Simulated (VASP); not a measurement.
# MoS2 (P6_3/mmc) in VASP: notebook, part 2 of 3

VASP 6.6.1. Earlier steps stand in the parts before.

**3. Single point, PBEsol (in-plane strain -0.01)**

INCAR

```
  ALGO = Normal
  EDIFF = 1E-6
  ENCUT = 520
  GGA = PS
  ISIF = 2
  ISMEAR = 0
  LASPH = T
  LCHARG = T
  LELF = T
  LREAL = F
  LVHAR = T
  LWAVE = F
  NBANDS = 35
  NELM = 60
  PREC = Accurate
  SIGMA = 0.01
```

KPOINTS

```
k-points
0
Gamma
  6 6 2
```

POSCAR

```
MoS2
1.0
    3.1100447418      0.0000000000      0.0000000000
   -1.5550223709      2.6933777533      0.0000000000
    0.0000000000      0.0000000000     12.6469196390
Mo S
2 4
Direct
    0.3333333333      0.6666666667      0.2500000000
    0.6666666667      0.3333333333      0.7500000000
    0.3333333333      0.6666666667      0.6259912579
    0.6666666667      0.3333333333      0.1259912579
    0.3333333333      0.6666666667      0.8740087421
    0.6666666667      0.3333333333      0.3740087421
```

Potentials or basis: VASP PAW PBE potentials, release 64 (Mo_sv, S).

On the command line:

```bash
$ cat potpaw_PBE.64/Mo_sv/POTCAR potpaw_PBE.64/S/POTCAR > POTCAR
$ mpirun -np 1 vasp_std > vasp.out
```

OUTCAR:

```text
EDIFF = 1E-6
   ENCUT = 520
   GGA = PS
   ISIF = 2
   ISMEAR = 0
   LASPH = T
   LREAL = F
   NELM = 60
   PREC = Accurate

 ion  position               nearest neighbor table
   1  0.333  0.667  0.250-   4 2.38   6 2.38   4 2.38   6 2.38   4 2.38   6 2.38
   2  0.667  0.333  0.750-   3 2.38   5 2.38   3 2.38   5 2.38   3 2.38   5 2.38
   3  0.333  0.667  0.626-   2 2.38   2 2.38   2 2.38
   4  0.667  0.333  0.126-   1 2.38   1 2.38   1 2.38
   5  0.333  0.667  0.874-   2 2.38   2 2.38   2 2.38
   6  0.667  0.333  0.374-   1 2.38   1 2.38   1 2.38

  LATTYP: Found a hexagonal cell.
 ALAT       =     3.1100447418
 C/A-ratio  =     4.0664751439

  Lattice vectors:

 A1 = (   3.1100447418,   0.0000000000,   0.0000000000)
 A2 = (  -1.5550223709,   2.6933777533,   0.0000000000)
 A3 = (   0.0000000000,   0.0000000000,  12.6469196390)

Analysis of symmetry for initial positions (statically):
=====================================================================
 Subroutine PRICEL returns:
 Original cell was already a primitive cell.

 Routine SETGRP: Setting up the symmetry group for a
 hexagonal supercell.

 Subroutine GETGRP returns: Found 24 space group operations
 (whereof 12 operations were pure point group operations)
 out of a pool of 24 trial point group operations.

The static configuration has the point symmetry D_3d.
 The point group associated with its full space group is D_6h.

Analysis of symmetry for dynamics (positions and initial velocities):
=====================================================================
 Subroutine PRICEL returns:
 Original cell was already a primitive cell.

 Routine SETGRP: Setting up the symmetry group for a
 hexagonal supercell.

 Subroutine GETGRP returns: Found 24 space group operations
 (whereof 12 operations were pure point group operations)
 out of a pool of 24 trial point group operations.

The dynamic configuration has the point symmetry D_3d.
 The point group associated with its full space group is D_6h.

 Subroutine INISYM returns: Found 24 space group operations
 (whereof 12 operations are pure point group operations),
 and found     1 'primitive' translations

----------------------------------------------------------------------------------------

                                     Primitive cell

  volume of cell :     105.9372

  direct lattice vectors                    reciprocal lattice vectors
     3.110044742  0.000000000  0.000000000     0.321538783  0.185640503  0.000000000
    -1.555022371  2.693377753  0.000000000     0.000000000  0.371281005  0.000000000
     0.000000000  0.000000000 12.646919639     0.000000000  0.000000000  0.079070638

  length of vectors
     3.110044742  3.110044742 12.646919639     0.371281005  0.371281005  0.079070638

  position of ions in fractional coordinates (direct lattice)
     0.333333333  0.666666667  0.250000000
     0.666666667  0.333333333  0.750000000
     0.333333333  0.666666667  0.625991258
     0.666666667  0.333333333  0.125991258
     0.333333333  0.666666667  0.874008742
     0.666666667  0.333333333  0.374008742

[... 40 lines left out ...]
  0.500000 -0.000000  0.000000      3.000000
  0.166667  0.166667  0.000000      6.000000
  0.333333  0.166667  0.000000     12.000000
  0.333333  0.333333  0.000000      2.000000
  0.000000  0.000000  0.500000      1.000000
  0.166667 -0.000000  0.500000      6.000000
  0.333333 -0.000000  0.500000      6.000000
  0.500000 -0.000000  0.500000      3.000000
  0.166667  0.166667  0.500000      6.000000
  0.333333  0.166667  0.500000     12.000000
  0.333333  0.333333  0.500000      2.000000
   k-points           NKPTS =     14   k-points in BZ     NKDIM =     14   number of bands    NBANDS=     35
   number of dos      NEDOS =    301   number of ions     NIONS =      6
   total plane-waves  NPLWV =  55296
   dimension x,y,z NGX =    24 NGY =   24 NGZ =   96
   dimension x,y,z NGXF=    48 NGYF=   48 NGZF=  192
   ions per type =               2   4
   NGX,Y,Z   is equivalent  to a cutoff of  12.83, 12.83, 12.62 a.u.
   NGXF,Y,Z  is equivalent  to a cutoff of  25.66, 25.66, 25.24 a.u.
 SYSTEM =  unknown system
   PREC   = accura    normal or accurate (medium, high low for compatibility)
   ISTART =      0    job   : 0-new  1-cont  2-samecut
   ICHARG =      2    charge: 1-file 2-atom 10-const
   ISPIN  =      1    spin polarized calculation?
   LNONCOLLINEAR =      F non collinear calculations
   LSORBIT =      F    spin-orbit coupling
   LASPH  =      T    aspherical Exc in radial PAW
   ENCUT  =  520.0 eV  38.22 Ry    6.18 a.u.   5.78  5.78 23.51*2*pi/ulx,y,z
   NELM   =     60;   NELMIN=  2; NELMDL= -5     # of ELM steps
   EDIFF  = 0.1E-05   stopping-criterion for ELM
   LREAL  =      F    real-space projection
   EDIFFG = 0.1E-04   stopping-criterion for IOM
   NSW    =      0    number of steps for IOM
   IBRION =     -1    ionic relax: 0-MD 1-quasi-New 2-CG
   NFREE  =      0    steps in history (QN), initial steepest desc. (CG)
   ISIF   =      2    stress and relaxation
   ISYM   =      2    0-nonsym 1-usesym 2-fastsym
   POTIM  = 0.5000    time-step for ionic-motion
   TEBEG  =    0.0;   TEEND  =   0.0 temperature during run
   PSTRESS=    0.0 pullay stress
   NELECT =      52.0000    total number of electrons
   NUPDOWN=      -1.0000    fix difference up-down
   EMIN   =  10.00;   EMAX   =-10.00  energy-range for DOS
   EFERMI =   0.00;   METHOD = LEGACY
   ISMEAR =     0;   SIGMA  =   0.01  broadening in eV -4-tet -1-fermi 0-gaus
   EFERMI_NEDOS =   21; number of points for ismear=-14 and -15
   IALGO  =     38    algorithm
   IMIX   =      4    mixing-type and parameters
     AMIX     =   0.40;   BMIX     =  1.00
     AMIX_MAG =   1.60;   BMIX_MAG =  1.00
  volume/ion in A,a.u.               =      17.66       119.15
  Fermi-wavevector in a.u.,A,eV,Ry     =   1.291397  2.440386 22.690515  1.667706
  Thomas-Fermi vector in A             =   2.423169
   LORBIT       =      0    0 simple, 1 ext, 2 COOP (PROOUT), +10 PAW based schemes
   GGA     = PS    functional components
   LHFCALC =     F    Hartree Fock is set to
   AEXX    =    0.0000 exact exchange contribution
   IVDW    =     0    specifies the selected vdW correction
   LEPSILON=     F    determine dielectric tensor
   LRPA    =     F    only Hartree local field effects (RPA)
 non-spin polarized calculation
 Gauss-broadening in eV      SIGMA  =   0.01
  energy-cutoff  :      520.00
  volume of cell :      105.94
 maximum number of plane-waves:      2878
 NGX is ok and might be reduce to    24
   NGX = 11   NGY = 11   NGZ = 47

 number of electron      52.0000006 magnetization

 Free energy of the ion-electron system (eV)
  ---------------------------------------------------
  ext. energy  EPLUGINS =         0.00000000
  ---------------------------------------------------
  free energy    TOTEN  =       -46.88508401 eV

  energy without entropy =      -46.88508401  energy(sigma->0) =      -46.88508401

 E-fermi :   7.4452     XC(G=0): -10.9939

 val. band max:        7.3392600025   @ k =   0.0000   0.0000   0.0000
 cond. band min:       8.3894280003   @ k =   0.1667   0.1667   0.0000
 fundamental gap:      1.0501679978
 Fermi energy:         7.4451697528

 k-point     1 :       0.0000    0.0000    0.0000
  band No.  band energies     occupation
      1     -53.8121      2.00000
      2     -53.8121      2.00000
      3     -28.0493      2.00000
      4     -28.0492      2.00000
      5     -27.7403      2.00000
      6     -27.7403      2.00000
[... 521 lines left out ...]
     34      12.0345      0.00000
     35      14.2914      0.00000

------------------------ aborting loop because EDIFF is reached ----------------------------------------

  FORCE on cell =-STRESS in cart. coord.  units (eV):
  Direction    XX          YY          ZZ          XY          YZ          ZX
  --------------------------------------------------------------------------------------
  -------------------------------------------------------------------------------------
  Total        1.9536803      1.9536803      0.1664829      0.0000000      0.0000000      0.0000000
  in kB       29.5471376     29.5471376      2.5178605      0.0000000      0.0000000      0.0000000
  external PRESSURE =      20.5373785 kB  Pullay stress =       0.0000000 kB

 VOLUME and BASIS-vectors are now :
 -----------------------------------------------------------------------------
  energy-cutoff  :      520.00
  volume of cell :      105.94
      direct lattice vectors                 reciprocal lattice vectors
     3.110044742  0.000000000  0.000000000     0.321538783  0.185640503  0.000000000
    -1.555022371  2.693377753  0.000000000     0.000000000  0.371281005  0.000000000
     0.000000000  0.000000000 12.646919639     0.000000000  0.000000000  0.079070638

 POSITION                                       TOTAL-FORCE (eV/Angst)
 -----------------------------------------------------------------------------------
     -0.00000      1.79559      3.16173        -0.000000      0.000000      0.000000
      1.55502      0.89779      9.48519         0.000000     -0.000000      0.000000
     -0.00000      1.79559      7.91686        -0.000000     -0.000000     -0.039538
      1.55502      0.89779      1.59340         0.000000     -0.000000     -0.039538
     -0.00000      1.79559     11.05352        -0.000000      0.000000      0.039538
      1.55502      0.89779      4.73006        -0.000000     -0.000000      0.039538
 -----------------------------------------------------------------------------------
    total drift:                                0.000000     -0.000000      0.000000

  FREE ENERGIE OF THE ION-ELECTRON SYSTEM (eV)
  ---------------------------------------------------
  free  energy   TOTEN  =       -46.8850840128 eV

  energy  without entropy=      -46.8850840128  energy(sigma->0) =      -46.88508401
```

Run time: 24 s. Hardware: 1 thread of Intel Xeon 6975P-C (Granite Rapids), shared host; peak memory 0.23 GiB.

Results:

| Item | Value |
| --- | --- |
| Free energy | -46.8851 eV |
| Pressure | 2.1 GPa |
| Largest force | 0.040 eV/Å |
| Band gap on the k mesh | 1.05 eV, indirect (least direct gap 1.86 eV) |

Forces on the atoms (eV/Å):
```
Mo   0.000  0.000  0.000
Mo   0.000  0.000  0.000
S    0.000  0.000 -0.040
S    0.000  0.000 -0.040
S    0.000  0.000  0.040
S    0.000  0.000  0.040
```

Caveat: the cell differs from its parent crystal (in-plane strain -0.01); the PAW data sets were made with another functional, which shifts forces and pressure a little; this functional lacks dispersion, which binds the layers, so the pressure and a relaxed spacing across them are unreliable.

(Part 2 of 3 ends here.)
